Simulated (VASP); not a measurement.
# C in VASP: single point with PBE

Aim: the single point of C with PBE.

Everything below comes from runs of VASP 6.6.1. Logs are shortened: lines on timing, memory, paths and dates and some standing lists are left out, and cuts for length are marked.

## 1. The cell of the first run

The cell holds a slab with vacuum, 2 atoms: a = 2.456 Å, b = 2.456 Å, c = 8.524 Å, α = 90.00°, β = 90.00°, γ = 120.00°.

## 2. Single point, PBE

Contents of INCAR:

```
ALGO = Normal
EDIFF = 1E-6
ENCUT = 600
GGA = PE
GGA_COMPAT = False
ISIF = 2
ISMEAR = 0
ISYM = 0
LASPH = True
LCHARG = True
LELF = True
LREAL = False
LVHAR = True
LWAVE = False
NBANDS = 11
NELM = 120
PREC = Accurate
SIGMA = 0.0019
```

Contents of KPOINTS:

```
k-points
0
Gamma
  5 3 3
```

Contents of POSCAR:

```
C
1.0
    2.4561701622      0.0000000000      0.0000000000
   -1.2280850811      2.1271057565      0.0000000000
    0.0000000000      0.0000000000      8.5238033600
C
2
Direct
    0.3333333333      0.6666666667      0.0000000000
    0.6666666667      0.3333333333      0.0000000000
```

Potentials or basis: VASP PAW PBE potentials, release 64 (C).

The run is started by

```console
$ cat potpaw_PBE.64/C/POTCAR > POTCAR
$ mpirun -np 1 vasp_std > vasp.out
```

OUTCAR:

```text
EDIFF = 1E-6
   ENCUT = 600
   GGA = PE
   ISIF = 2
   ISMEAR = 0
   ISYM = 0
   LASPH = True
   LREAL = False
   NELM = 120
   PREC = Accurate

 ion  position               nearest neighbor table
   1  0.333  0.667  0.000-   2 1.42   2 1.42   2 1.42
   2  0.667  0.333  0.000-   1 1.42   1 1.42   1 1.42

IMPORTANT INFORMATION: All symmetrisations will be switched off!
NOSYMM: (Re-)initialisation of all symmetry stuff for point group C_1.

----------------------------------------------------------------------------------------

                                     Primitive cell

  volume of cell :      44.5329

  direct lattice vectors                    reciprocal lattice vectors
     2.456170162  0.000000000  0.000000000     0.407137916  0.235061185  0.000000000
    -1.228085081  2.127105756  0.000000000     0.000000000  0.470122370  0.000000000
     0.000000000  0.000000000  8.523803360     0.000000000  0.000000000  0.117318521

  length of vectors
     2.456170162  2.456170162  8.523803360     0.470122370  0.470122370  0.117318521

  position of ions in fractional coordinates (direct lattice)
     0.333333333  0.666666667  0.000000000
     0.666666667  0.333333333  0.000000000

  ion indices of the primitive-cell ions
   primitive index   ion index
                 1           1
                 2           2

----------------------------------------------------------------------------------------

 KPOINTS: k-points

Automatic generation of k-mesh.
 Grid dimensions read from file:
 generate k-points for:    5    3    3

 Generating k-lattice:

  Cartesian coordinates                     Fractional coordinates (reciprocal lattice)
     0.081427583  0.047012237  0.000000000     0.200000000  0.000000000  0.000000000
     0.000000000  0.156707457  0.000000000     0.000000000  0.333333333  0.000000000
     0.000000000  0.000000000  0.039106174     0.000000000  0.000000000  0.333333333

  Length of vectors
     0.094024474  0.156707457  0.039106174

  Shift w.r.t. Gamma in fractional coordinates (k-lattice)
     0.000000000  0.000000000  0.000000000

 -----------------------------------------------------------------------------
|                                                                             |
|           W    W    AA    RRRRR   N    N  II  N    N   GGGG   !!!           |
|           W    W   A  A   R    R  NN   N  II  NN   N  G    G  !!!           |
|           W    W  A    A  R    R  N N  N  II  N N  N  G       !!!           |
|           W WW W  AAAAAA  RRRRR   N  N N  II  N  N N  G  GGG   !            |
|           WW  WW  A    A  R   R   N   NN  II  N   NN  G    G                |
|           W    W  A    A  R    R  N    N  II  N    N   GGGG   !!!           |
|                                                                             |
|     Your reciprocal lattice and k-lattice belong to different lattice       |
|     classes:                                                                |
|                                                                             |
|        The reciprocal lattice is hexagonal,                                 |
|        whereas your k-lattice is simple monoclinic.                         |
|                                                                             |
|     Results are often still useful ...                                      |
|                                                                             |
 -----------------------------------------------------------------------------

 WARNING: IBZKPT: internal override: KBLOWUP is changed to .FALSE.
      ... skipping the blow-up phase ...

 Subroutine IBZKPT returns following result:
 ===========================================

 Found     23 irreducible k-points:

 Following reciprocal coordinates:
            Coordinates               Weight
  0.000000  0.000000  0.000000      1.000000
  0.200000 -0.000000  0.000000      2.000000
  0.400000 -0.000000  0.000000      2.000000
  0.000000  0.333333  0.000000      2.000000
  0.200000  0.333333  0.000000      2.000000
  0.400000  0.333333  0.000000      2.000000
[... 15 lines left out ...]
 -0.400000 -0.333333  0.333333      2.000000
 -0.200000 -0.333333  0.333333      2.000000
   k-points           NKPTS =     23   k-points in BZ     NKDIM =     23   number of bands    NBANDS=     11
   number of dos      NEDOS =    301   number of ions     NIONS =      2
   total plane-waves  NPLWV =  28000
   dimension x,y,z NGX =    20 NGY =   20 NGZ =   70
   dimension x,y,z NGXF=    40 NGYF=   40 NGZF=  140
   ions per type =               2
   NGX,Y,Z   is equivalent  to a cutoff of  13.54, 13.54, 13.65 a.u.
   NGXF,Y,Z  is equivalent  to a cutoff of  27.07, 27.07, 27.31 a.u.
 SYSTEM =  unknown system
   PREC   = accura    normal or accurate (medium, high low for compatibility)
   ISTART =      0    job   : 0-new  1-cont  2-samecut
   ICHARG =      2    charge: 1-file 2-atom 10-const
   ISPIN  =      1    spin polarized calculation?
   LNONCOLLINEAR =      F non collinear calculations
   LSORBIT =      F    spin-orbit coupling
   LASPH  =      T    aspherical Exc in radial PAW
   ENCUT  =  600.0 eV  44.10 Ry    6.64 a.u.   4.91  4.91 17.02*2*pi/ulx,y,z
   NELM   =    120;   NELMIN=  2; NELMDL= -5     # of ELM steps
   EDIFF  = 0.1E-05   stopping-criterion for ELM
   LREAL  =      F    real-space projection
   EDIFFG = 0.1E-04   stopping-criterion for IOM
   NSW    =      0    number of steps for IOM
   IBRION =     -1    ionic relax: 0-MD 1-quasi-New 2-CG
   NFREE  =      0    steps in history (QN), initial steepest desc. (CG)
   ISIF   =      2    stress and relaxation
   ISYM   =      0    0-nonsym 1-usesym 2-fastsym
   POTIM  = 0.5000    time-step for ionic-motion
   TEBEG  =    0.0;   TEEND  =   0.0 temperature during run
   PSTRESS=    0.0 pullay stress
   NELECT =       8.0000    total number of electrons
   NUPDOWN=      -1.0000    fix difference up-down
   EMIN   =  10.00;   EMAX   =-10.00  energy-range for DOS
   EFERMI =   0.00;   METHOD = LEGACY
   ISMEAR =     0;   SIGMA  =   0.00  broadening in eV -4-tet -1-fermi 0-gaus
   EFERMI_NEDOS =   21; number of points for ismear=-14 and -15
   IALGO  =     38    algorithm
   IMIX   =      4    mixing-type and parameters
     AMIX     =   0.40;   BMIX     =  1.00
     AMIX_MAG =   1.60;   BMIX_MAG =  1.00
  volume/ion in A,a.u.               =      22.27       150.26
  Fermi-wavevector in a.u.,A,eV,Ry     =   0.923729  1.745594 11.609511  0.853275
  Thomas-Fermi vector in A             =   2.049397
   LORBIT       =      0    0 simple, 1 ext, 2 COOP (PROOUT), +10 PAW based schemes
   GGA     = PE    functional components
   LHFCALC =     F    Hartree Fock is set to
   AEXX    =    0.0000 exact exchange contribution
   IVDW    =     0    specifies the selected vdW correction
   LEPSILON=     F    determine dielectric tensor
   LRPA    =     F    only Hartree local field effects (RPA)
 non-spin polarized calculation
 Gauss-broadening in eV      SIGMA  =   0.00
  energy-cutoff  :      600.00
  volume of cell :       44.53
 maximum number of plane-waves:      1514
   NGX =  9   NGY =  9   NGZ = 35

 number of electron       7.9999999 magnetization

 Free energy of the ion-electron system (eV)
  ---------------------------------------------------
  ext. energy  EPLUGINS =         0.00000000
  ---------------------------------------------------
  free energy    TOTEN  =       -18.39236135 eV

  energy without entropy =      -18.39236135  energy(sigma->0) =      -18.39236135

 E-fermi :  -1.7596     XC(G=0):  -4.9950

 val. band max:       -1.7679109171   @ k =   0.4000   0.3333   0.0000
 cond. band min:       0.3725177152   @ k =  -0.4000  -0.3333   0.3333
 fundamental gap:      2.1404286322
 Fermi energy:        -1.7596364168

 k-point     1 :       0.0000    0.0000    0.0000
  band No.  band energies     occupation
      1     -20.2947      2.00000
      2      -8.3768      2.00000
      3      -3.7284      2.00000
      4      -3.7012      2.00000
      5       2.2779      0.00000
      6       4.5953      0.00000
      7       6.2878      0.00000
      8       7.6979      0.00000
      9       7.7184      0.00000
     10      10.8927      0.00000
     11      12.0870      0.00000

 k-point     2 :       0.2000   -0.0000    0.0000
  band No.  band energies     occupation
      1     -19.3472      2.00000
      2      -7.2502      2.00000
      3      -6.8317      2.00000
      4      -5.2192      2.00000
      5       3.5752      0.00000
      6       5.8499      0.00000
      7       7.4035      0.00000
      8       7.8055      0.00000
      9       7.9950      0.00000
     10      11.2441      0.00000
     11      13.8587      0.00000

 k-point     3 :       0.4000   -0.0000    0.0000
  band No.  band energies     occupation
      1     -16.5844      2.00000
      2     -12.0576      2.00000
      3      -6.8933      2.00000
      4      -4.1964      2.00000
      5       2.5089      0.00000
      6       6.9067      0.00000
      7       7.4750      0.00000
      8       9.6048      0.00000
      9      11.3274      0.00000
     10      13.5879      0.00000
     11      14.8749      0.00000

 k-point     4 :       0.0000    0.3333    0.0000
  band No.  band energies     occupation
      1     -17.6918      2.00000
      2     -10.3390      2.00000
      3      -6.4971      2.00000
      4      -5.3532      2.00000
      5       4.2821      0.00000
      6       5.8691      0.00000
      7       7.1256      0.00000
      8       8.1162      0.00000
      9       9.8167      0.00000
     10      15.2014      0.00000
     11      15.5912      0.00000

 k-point     5 :       0.2000    0.3333    0.0000
  band No.  band energies     occupation
      1     -15.3376      2.00000
      2     -12.3567      2.00000
      3      -9.4511      2.00000
      4      -2.8528      2.00000
      5       1.3821      0.00000
      6       9.2696      0.00000
      7      10.3306      0.00000
      8      10.4284      0.00000
      9      12.8009      0.00000
     10      13.0973      0.00000
     11      13.1138      0.00000
[... 197 lines left out ...]
 k-point    20 :       0.2000   -0.3333    0.3333
  band No.  band energies     occupation
      1     -18.3078      2.00000
      2      -8.6304      2.00000
      3      -7.0029      2.00000
      4      -6.0369      2.00000
      5       5.3430      0.00000
      6       5.6881      0.00000
      7       6.2944      0.00000
      8       9.0004      0.00000
      9      10.2374      0.00000
     10      11.5239      0.00000
     11      13.4416      0.00000

 k-point    21 :       0.4000   -0.3333    0.3333
  band No.  band energies     occupation
      1     -17.0826      2.00000
      2     -11.1774      2.00000
      3      -7.0489      2.00000
      4      -4.6872      2.00000
      5       3.3159      0.00000
      6       7.0368      0.00000
      7       7.5149      0.00000
      8       8.0159      0.00000
      9      11.7870      0.00000
     10      14.3902      0.00000
     11      14.7372      0.00000

 k-point    22 :      -0.4000   -0.3333    0.3333
  band No.  band energies     occupation
      1     -14.2666      2.00000
      2     -12.7888      2.00000
      3     -10.6841      2.00000
      4      -1.7680      2.00000
      5       0.3725      0.00000
      6      10.1171      0.00000
      7      11.1770      0.00000
      8      12.0229      0.00000
      9      12.6381      0.00000
     10      12.7308      0.00000
     11      14.5933      0.00000

 k-point    23 :      -0.2000   -0.3333    0.3333
  band No.  band energies     occupation
      1     -15.3375      2.00000
      2     -12.3567      2.00000
      3      -9.4511      2.00000
      4      -2.8529      2.00000
      5       1.3819      0.00000
      6       9.5237      0.00000
      7      10.0973      0.00000
      8      10.3617      0.00000
      9      12.0244      0.00000
     10      13.0069      0.00000
     11      14.6252      0.00000

------------------------ aborting loop because EDIFF is reached ----------------------------------------

  FORCE on cell =-STRESS in cart. coord.  units (eV):
  Direction    XX          YY          ZZ          XY          YZ          ZX
  --------------------------------------------------------------------------------------
  -------------------------------------------------------------------------------------
  Total        1.2544959     -0.1372517     -0.0375277     -0.0417212     -0.0000001     -0.0000000
  in kB       45.1334838     -4.9379575     -1.3501503     -1.5010200     -0.0000018     -0.0000015
  external PRESSURE =      12.9484587 kB  Pullay stress =       0.0000000 kB

 VOLUME and BASIS-vectors are now :
 -----------------------------------------------------------------------------
  energy-cutoff  :      600.00
  volume of cell :       44.53
      direct lattice vectors                 reciprocal lattice vectors
     2.456170162  0.000000000  0.000000000     0.407137916  0.235061185  0.000000000
    -1.228085081  2.127105756  0.000000000     0.000000000  0.470122370  0.000000000
     0.000000000  0.000000000  8.523803360     0.000000000  0.000000000  0.117318521

 POSITION                                       TOTAL-FORCE (eV/Angst)
 -----------------------------------------------------------------------------------
     -0.00000      1.41807      0.00000        -0.117064      0.635456      0.000000
      1.22809      0.70904      0.00000         0.117064     -0.635456     -0.000000
 -----------------------------------------------------------------------------------
    total drift:                               -0.000002      0.000004      0.000002

  FREE ENERGIE OF THE ION-ELECTRON SYSTEM (eV)
  ---------------------------------------------------
  free  energy   TOTEN  =       -18.3923613489 eV

  energy  without entropy=      -18.3923613489  energy(sigma->0) =      -18.39236135
```

Run time: 26 s. Hardware: 1 thread of Intel Xeon 8259CL, shared host; peak memory 0.16 GiB.

Results:

* Free energy: -18.3924 eV
* Largest force: 0.646 eV/Å
* Band gap on the k mesh: 2.14 eV, direct

Forces on the atoms (eV/Å):
```
C   -0.117  0.635  0.000
C    0.117 -0.635  0.000
```

Levels at points of the mesh, in eV from the valence-band top:
```tsv
k point	band 1	band 2	band 3	band 4	band 5	band 6	band 7	band 8	band 9
(0.00, 0.00, 0.00)	-18.53	-6.61	-1.96	-1.93	4.05	6.36	8.06	9.47	9.49
```

Caveat: the k points lie up to 0.98 Å⁻¹ apart.
